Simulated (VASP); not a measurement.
# F (C2/m) in VASP: a series of runs

F is run at these levels: PBEsol; tasks: single point.

All numbers are computed with VASP 6.6.1; they aren't measurements. Logs are shortened: lines on timing, memory, paths and dates and some standing lists are left out, and cuts for length are marked.

### 1 The cell of the first run

It takes space group C2/m (No. 12, monoclinic). The conventional cell has a = 5.978 Å, b = 3.426 Å, c = 7.216 Å, α = 90.00°, β = 112.50°, γ = 90.00°. F (site symmetry m) has 1 F at 1.31 Å within 1.7 Å. F (site symmetry m) has 1 F at 1.35 Å within 1.8 Å.

### 2 Single point, PBEsol

INCAR reads:

```
SYSTEM = F
  ALGO = Normal
  EDIFF = 1E-6
  ENCUT = 520
  GGA = PS
  ISIF = 2
  ISMEAR = 0
  LASPH = .TRUE.
  LCHARG = .TRUE.
  LELF = .TRUE.
  LREAL = .FALSE.
  LVHAR = .TRUE.
  LWAVE = .FALSE.
  NBANDS = 22
  NELM = 80
  PREC = Accurate
  SIGMA = 0.05
```

KPOINTS reads:

```
k-points
0
G
  4 4 2
  0 0 0
```

POSCAR reads:

```
F
1.0
    2.9801222909     -1.7127784174     -0.2298527401
    2.9801222909      1.7127784174     -0.2298527401
   -2.2408243099      0.0000000000      6.8592084052
F
4
Direct
    0.0848459664      0.0848459664      0.0900077731
    0.9151540336      0.9151540336      0.9099922269
    0.5015719855      0.5015719855      0.5937195244
    0.4984280145      0.4984280145      0.4062804756
```

Potentials or basis: VASP PAW PBE potentials, release 64 (F).

The run is started by

```
> cat potpaw_PBE.64/F/POTCAR > POTCAR
> mpirun -np 1 vasp_std > vasp.out
```

OUTCAR:

```text
SYSTEM = F
   EDIFF = 1E-6
   ENCUT = 520
   GGA = PS
   ISIF = 2
   ISMEAR = 0
   LASPH = .TRUE.
   LREAL = .FALSE.
   NELM = 80
   PREC = Accurate

 ion  position               nearest neighbor table
   1  0.085  0.085  0.090-   2 1.31
   2  0.915  0.915  0.910-   1 1.31
   3  0.502  0.502  0.594-   4 1.35
   4  0.498  0.498  0.406-   3 1.35

  LATTYP: Found a base centered monoclinic cell.
 ALAT       =     5.9779465206
 B/A-ratio  =     0.5730323654
 C/A-ratio  =     1.2070962569
 COS(beta)  =    -0.3827161857

  Lattice vectors:

 A1 = (   2.9801222909,  -1.7127784174,  -0.2298527401)
 A2 = (   2.9801222909,   1.7127784174,  -0.2298527401)
 A3 = (  -2.2408243099,   0.0000000000,   6.8592084052)

Analysis of symmetry for initial positions (statically):
=====================================================================
 Subroutine PRICEL returns:
 Original cell was already a primitive cell.

 Routine SETGRP: Setting up the symmetry group for a
 base centered monoclinic supercell.

 Subroutine GETGRP returns: Found  4 space group operations
 (whereof  4 operations were pure point group operations)
 out of a pool of  4 trial point group operations.

The static configuration has the point symmetry C_2h.

Analysis of symmetry for dynamics (positions and initial velocities):
=====================================================================
 Subroutine PRICEL returns:
 Original cell was already a primitive cell.

 Routine SETGRP: Setting up the symmetry group for a
 base centered monoclinic supercell.

 Subroutine GETGRP returns: Found  4 space group operations
 (whereof  4 operations were pure point group operations)
 out of a pool of  4 trial point group operations.

The dynamic configuration has the point symmetry C_2h.

 Subroutine INISYM returns: Found  4 space group operations
 (whereof  4 operations are pure point group operations),
 and found     1 'primitive' translations

----------------------------------------------------------------------------------------

                                     Primitive cell

  volume of cell :      68.2584

[... 75 lines left out ...]
   ISPIN  =      1    spin polarized calculation?
   LNONCOLLINEAR =      F non collinear calculations
   LSORBIT =      F    spin-orbit coupling
   LASPH  =      T    aspherical Exc in radial PAW
   ENCUT  =  520.0 eV  38.22 Ry    6.18 a.u.   6.41  6.41 13.42*2*pi/ulx,y,z
   NELM   =     80;   NELMIN=  2; NELMDL= -5     # of ELM steps
   EDIFF  = 0.1E-05   stopping-criterion for ELM
   LREAL  =      F    real-space projection
   EDIFFG = 0.1E-04   stopping-criterion for IOM
   NSW    =      0    number of steps for IOM
   IBRION =     -1    ionic relax: 0-MD 1-quasi-New 2-CG
   NFREE  =      0    steps in history (QN), initial steepest desc. (CG)
   ISIF   =      2    stress and relaxation
   ISYM   =      2    0-nonsym 1-usesym 2-fastsym
   POTIM  = 0.5000    time-step for ionic-motion
   TEBEG  =    0.0;   TEEND  =   0.0 temperature during run
   PSTRESS=    0.0 pullay stress
   NELECT =      28.0000    total number of electrons
   NUPDOWN=      -1.0000    fix difference up-down
   EMIN   =  10.00;   EMAX   =-10.00  energy-range for DOS
   EFERMI =   0.00;   METHOD = LEGACY
   ISMEAR =     0;   SIGMA  =   0.05  broadening in eV -4-tet -1-fermi 0-gaus
   EFERMI_NEDOS =   21; number of points for ismear=-14 and -15
   IALGO  =     38    algorithm
   IMIX   =      4    mixing-type and parameters
     AMIX     =   0.40;   BMIX     =  1.00
     AMIX_MAG =   1.60;   BMIX_MAG =  1.00
  volume/ion in A,a.u.               =      17.06       115.16
  Fermi-wavevector in a.u.,A,eV,Ry     =   1.216397  2.298658 20.131487  1.479623
  Thomas-Fermi vector in A             =   2.351753
   LORBIT       =      0    0 simple, 1 ext, 2 COOP (PROOUT), +10 PAW based schemes
   GGA     = PS    functional components
   LHFCALC =     F    Hartree Fock is set to
   AEXX    =    0.0000 exact exchange contribution
   IVDW    =     0    specifies the selected vdW correction
   LEPSILON=     F    determine dielectric tensor
   LRPA    =     F    only Hartree local field effects (RPA)
 non-spin polarized calculation
 Gauss-broadening in eV      SIGMA  =   0.05
  energy-cutoff  :      520.00
  volume of cell :       68.26
 maximum number of plane-waves:      1851
 NGX is ok and might be reduce to    28
   NGX = 13   NGY = 13   NGZ = 27

 number of electron      27.9999994 magnetization

 Free energy of the ion-electron system (eV)
  ---------------------------------------------------
  ext. energy  EPLUGINS =         0.00000000
  ---------------------------------------------------
  free energy    TOTEN  =        -7.44325962 eV

  energy without entropy =       -7.44325962  energy(sigma->0) =       -7.44325962

 E-fermi :  -4.6478     XC(G=0):  -7.2240

 val. band max:       -4.9035143497   @ k =   0.5000   0.5000   0.0000
 cond. band min:      -1.1603032628   @ k =   0.0000   0.0000   0.0000
 fundamental gap:      3.7432110870
 Fermi energy:        -4.6477934915

 k-point     1 :       0.0000    0.0000    0.0000
  band No.  band energies     occupation
      1     -31.8952      2.00000
      2     -31.2420      2.00000
      3     -23.4016      2.00000
      4     -22.9205      2.00000
      5     -12.4189      2.00000
      6     -11.6504      2.00000
[... 339 lines left out ...]
     21       9.9843      0.00000
     22      10.3357      0.00000

------------------------ aborting loop because EDIFF is reached ----------------------------------------

  FORCE on cell =-STRESS in cart. coord.  units (eV):
  Direction    XX          YY          ZZ          XY          YZ          ZX
  --------------------------------------------------------------------------------------
  -------------------------------------------------------------------------------------
  Total        1.7730948     -0.1937130      9.2206001      0.0000000      0.0000000      1.8626888
  in kB       41.6185003     -4.5468763    216.4281087      0.0000000      0.0000000     43.7214729
  external PRESSURE =      84.4999109 kB  Pullay stress =       0.0000000 kB

 VOLUME and BASIS-vectors are now :
 -----------------------------------------------------------------------------
  energy-cutoff  :      520.00
  volume of cell :       68.26
      direct lattice vectors                 reciprocal lattice vectors
     2.980122291 -1.712778417 -0.229852740     0.172115141 -0.291923342  0.056228032
     2.980122291  1.712778417 -0.229852740     0.172115141  0.291923342  0.056228032
    -2.240824310  0.000000000  6.859208405     0.011535190  0.000000000  0.149557831

 POSITION                                       TOTAL-FORCE (eV/Angst)
 -----------------------------------------------------------------------------------
      0.30401      0.00000      0.57838         2.520057      0.000000      4.808952
      3.41541      0.00000      5.82113        -2.520057      0.000000     -4.808952
      1.65907      0.00000      3.84187        -0.906060      0.000000      2.821266
      2.06035      0.00000      2.55763         0.906060      0.000000     -2.821266
 -----------------------------------------------------------------------------------
    total drift:                                0.000000      0.000000     -0.000000

  FREE ENERGIE OF THE ION-ELECTRON SYSTEM (eV)
  ---------------------------------------------------
  free  energy   TOTEN  =        -7.4432596227 eV

  energy  without entropy=       -7.4432596227  energy(sigma->0) =       -7.44325962
```

stdout:

```text
POSCAR found type information on POSCAR F
 POSCAR found :  1 types and       4 ions
 scaLAPACK will be used
 -----------------------------------------------------------------------------
|                                                                             |
|                                                                             |
|     You enforced a specific xc type in the INCAR file but a different       |
|     I HOPE YOU KNOW WHAT YOU ARE DOING!                                     |
|                                                                             |
 -----------------------------------------------------------------------------

 LDA part: xc-table for (Slater+PW92), standard interpolation
 POSCAR, INCAR and KPOINTS ok, starting setup
 FFT: planning ... GRIDC
 FFT: planning ... GRID_SOFT
 FFT: planning ... GRID
 WAVECAR not read
 entering main loop
```

Wall time 8.9 s (1 thread of Intel Xeon 6975P-C (Granite Rapids), shared host); peak memory 0.17 GiB.

What came out:

| Property | Result |
| --- | --- |
| Free energy | -7.4433 eV |
| Pressure | 8.4 GPa |
| Largest force | 5.429 eV/Å |
| Band gap on the k mesh | 3.74 eV, indirect (least direct gap 3.82 eV) |

Forces in eV/Å, atoms in the order of the input:
```
F    2.520  0.000  4.809
F   -2.520  0.000 -4.809
F   -0.906  0.000  2.821
F    0.906  0.000 -2.821
```

Stress tensor (GPa, compression positive):
```
 4.16  0.00  4.37
 0.00 -0.45  0.00
 4.37  0.00 21.64
```

Caveat: the k points lie up to 0.54 Å⁻¹ apart; the PAW data sets were made with another functional, which shifts forces and pressure a little.

### 3 Single point, PBEsol

INCAR reads:

```
PREC     = Accurate       # precision mode
ENCUT    = 520            # plane-wave cutoff, eV
EDIFF    = 1E-7           # SCF threshold, eV
ISMEAR   = 0              # smearing method
SIGMA    = 0.05           # smearing width, eV
LREAL    = F              # projectors in reciprocal space
LASPH    = T              # aspherical terms in the spheres
NELM     = 100            # most SCF steps
ALGO     = Normal         # electronic algorithm
ISIF     = 2              # what is computed and relaxed
LWAVE    = F              # write WAVECAR
LCHARG   = F              # write CHGCAR
GGA      = PS             # functional
NBANDS   = 22             # bands
```

KPOINTS reads:

```
Automatic mesh
0
Gamma
  4 4 2
```

POSCAR: that of step 2 with these lines changed.

```diff
@@ -8,4 +8,4 @@
 Direct
-    0.0848459664      0.0848459664      0.0900077731
-    0.9151540336      0.9151540336      0.9099922269
+    0.0848459664      0.0848459664      0.1059920108
+    0.9151540336      0.9151540336      0.8940079892
     0.5015719855      0.5015719855      0.5937195244
```

Potentials or basis: VASP PAW PBE potentials, release 64 (F).

The run is started by

```
> cat potpaw_PBE.64/F/POTCAR > POTCAR
> mpirun -np 1 vasp_std > vasp.out
```

Run time: 9.3 s. Hardware: 1 thread of Intel Xeon 6975P-C (Granite Rapids), shared host; peak memory 0.18 GiB.

The run converged. Its results:

```yaml
Free_energy: -7.6454 eV
Pressure: 0.8 GPa
Largest_force: 2.953 eV/Å
Band_gap_on_the_k_mesh: 2.29 eV, indirect (least direct gap 2.40 eV)
```

Forces on the atoms (eV/Å):
```
F   -0.569  0.000 -1.625
F    0.569  0.000  1.625
F   -0.850  0.000  2.827
F    0.850  0.000 -2.827
```

Stress tensor (GPa, compression positive):
```
-0.45  0.00 -4.66
 0.00 -0.42  0.00
-4.66  0.00  3.13
```

Levels at points of the mesh, in eV from the valence-band top:
| k point | band 10 | band 11 | band 12 | band 13 | band 14 | band 15 | band 16 | band 17 | band 18 | band 19 |
| --- | --- | --- | --- | --- | --- | --- | --- | --- | --- | --- |
| (0.00, 0.00, 0.00) | -2.99 | -0.45 | -0.26 | -0.11 | -0.11 | 2.29 | 4.25 | 8.83 | 11.25 | 12.61 |
| (0.50, 0.00, 0.00) | -3.12 | -0.55 | -0.39 | -0.34 | -0.28 | 2.50 | 4.24 | 12.91 | 13.20 | 14.70 |
| (0.50, 0.50, 0.00) | -3.11 | -0.54 | -0.42 | -0.21 | 0.00 | 2.44 | 4.21 | 13.08 | 13.48 | 13.84 |
| (0.00, 0.00, 0.50) | -2.99 | -0.32 | -0.29 | -0.25 | -0.12 | 2.39 | 4.12 | 9.63 | 9.85 | 15.17 |
| (0.50, 0.00, 0.50) | -3.09 | -0.67 | -0.49 | -0.24 | -0.07 | 2.44 | 4.25 | 12.92 | 13.80 | 13.86 |
| (0.50, 0.50, 0.50) | -3.13 | -0.52 | -0.41 | -0.28 | -0.12 | 2.51 | 4.23 | 12.85 | 13.05 | 15.23 |

Caveat: the k points lie up to 0.54 Å⁻¹ apart; the PAW data sets were made with another functional, which shifts forces and pressure a little.

### 4 Single point, PBEsol

INCAR reads:

```
SYSTEM = F
  ALGO = Normal
  EDIFF = 1E-6
  ENCUT = 520
  GGA = PS
  ISIF = 2
  ISMEAR = 0
  LASPH = .True.
  LCHARG = .False.
  LREAL = .False.
  LWAVE = .False.
  NBANDS = 22
  NELM = 60
  PREC = Accurate
  SIGMA = 0.05
```

KPOINTS reads:

```
k-points
0
Gamma
  4 4 2
  0 0 0
```

POSCAR: that of step 3 with these lines changed.

```diff
@@ -8,4 +8,4 @@
 Direct
-    0.0848459664      0.0848459664      0.1059920108
-    0.9151540336      0.9151540336      0.8940079892
+    0.0848459664      0.0848459664      0.0940038325
+    0.9151540336      0.9151540336      0.9059961675
     0.5015719855      0.5015719855      0.5937195244
```

The run is started by

```
> cat potpaw_PBE.64/F/POTCAR > POTCAR
> mpirun -np 1 vasp_std > vasp.out
```

It took 8.6 s on 1 thread of Intel Xeon 6975P-C (Granite Rapids), shared host; peak memory 0.18 GiB.

It converged, with:

| Property | Result |
| --- | --- |
| Free energy | -7.6121 eV |
| Pressure | 6.0 GPa |
| Largest force | 2.964 eV/Å |
| Band gap on the k mesh | 3.63 eV, indirect (least direct gap 3.74 eV) |

Forces on the atoms (eV/Å):
```
F    1.299  0.000  2.649
F   -1.299  0.000 -2.649
F   -0.897  0.000  2.826
F    0.897  0.000 -2.826
```

Stress tensor (GPa, compression positive):
```
 2.32  0.00  1.16
 0.00 -0.44  0.00
 1.16  0.00 16.11
```

Levels at points of the mesh, in eV from the valence-band top:
| k point | band 10 | band 11 | band 12 | band 13 | band 14 | band 15 | band 16 | band 17 | band 18 | band 19 |
| --- | --- | --- | --- | --- | --- | --- | --- | --- | --- | --- |
| (0.00, 0.00, 0.00) | -4.07 | -0.40 | -0.20 | -0.15 | -0.12 | 3.63 | 4.57 | 8.57 | 11.01 | 12.35 |
| (0.50, 0.00, 0.00) | -4.19 | -0.45 | -0.39 | -0.34 | -0.23 | 4.15 | 4.24 | 12.66 | 12.82 | 14.43 |
| (0.50, 0.50, 0.00) | -4.14 | -0.41 | -0.35 | -0.24 | 0.00 | 4.09 | 4.22 | 12.85 | 13.27 | 13.38 |
| (0.00, 0.00, 0.50) | -4.08 | -0.35 | -0.23 | -0.20 | -0.12 | 4.02 | 4.10 | 9.50 | 9.52 | 14.93 |
| (0.50, 0.00, 0.50) | -4.14 | -0.61 | -0.41 | -0.25 | -0.09 | 3.94 | 4.42 | 12.58 | 13.46 | 13.64 |
| (0.50, 0.50, 0.50) | -4.22 | -0.45 | -0.33 | -0.21 | -0.13 | 4.14 | 4.23 | 12.58 | 12.76 | 14.86 |

Caveat: the k points lie up to 0.54 Å⁻¹ apart; the PAW data sets were made with another functional, which shifts forces and pressure a little. A k mesh can miss the band edges.

### 5 Single point, PBEsol

INCAR reads:

```
SYSTEM = F
PREC = Accurate
ENCUT = 520
EDIFF = 1E-6
ISMEAR = 0
SIGMA = 0.05
LREAL = .FALSE.
LASPH = .TRUE.
NELM = 80
ALGO = Normal
ISIF = 2
LWAVE = .FALSE.
LCHARG = .FALSE.
GGA = PS
NBANDS = 22
```

KPOINTS reads:

```
regular mesh
0
G
  4 4 2
  0 0 0
```

POSCAR: that of step 4 with these lines changed.

```diff
@@ -8,4 +8,4 @@
 Direct
-    0.0848459664      0.0848459664      0.0940038325
-    0.9151540336      0.9151540336      0.9059961675
+    0.0848459664      0.0848459664      0.0860117137
+    0.9151540336      0.9151540336      0.9139882863
     0.5015719855      0.5015719855      0.5937195244
```

The run is started by

```
> cat potpaw_PBE.64/F/POTCAR > POTCAR
> mpirun -np 1 vasp_std > vasp.out
```

It took 8.1 s on 1 thread of Intel Xeon 6975P-C (Granite Rapids), shared host; peak memory 0.17 GiB.

Results (log left out):

```yaml
Free_energy: -7.1697 eV
Pressure: 11.3 GPa
Largest_force: 8.514 eV/Å
Band_gap_on_the_k_mesh: 3.68 eV, indirect (least direct gap 3.74 eV)
```

Forces on the atoms (eV/Å):
```
F    4.187  0.000  7.413
F   -4.187  0.000 -7.413
F   -0.913  0.000  2.817
F    0.913  0.000 -2.817
```

Stress tensor (GPa, compression positive):
```
 6.74  0.00  8.41
 0.00 -0.47  0.00
 8.41  0.00 27.74
```

Levels at points of the mesh, in eV from the valence-band top:
```tsv
k point	band 10	band 11	band 12	band 13	band 14	band 15	band 16	band 17	band 18	band 19
(0.00, 0.00, 0.00)	-4.41	-0.57	-0.44	-0.19	-0.06	3.68	5.72	8.26	10.74	12.08
(0.50, 0.00, 0.00)	-4.52	-0.69	-0.57	-0.31	-0.17	3.91	5.71	12.34	12.41	14.11
(0.50, 0.50, 0.00)	-4.54	-0.61	-0.50	-0.18	0.00	3.86	5.66	12.54	12.92	13.00
(0.00, 0.00, 0.50)	-4.41	-0.58	-0.44	-0.21	-0.06	3.77	5.48	9.20	9.32	14.65
(0.50, 0.00, 0.50)	-4.53	-0.76	-0.57	-0.27	-0.09	3.85	5.74	12.19	13.12	13.34
(0.50, 0.50, 0.50)	-4.55	-0.66	-0.45	-0.22	-0.05	3.89	5.68	12.27	12.42	14.38
```

Caveat: the k points lie up to 0.54 Å⁻¹ apart; the PAW data sets were made with another functional, which shifts forces and pressure a little. A k mesh can miss the band edges.
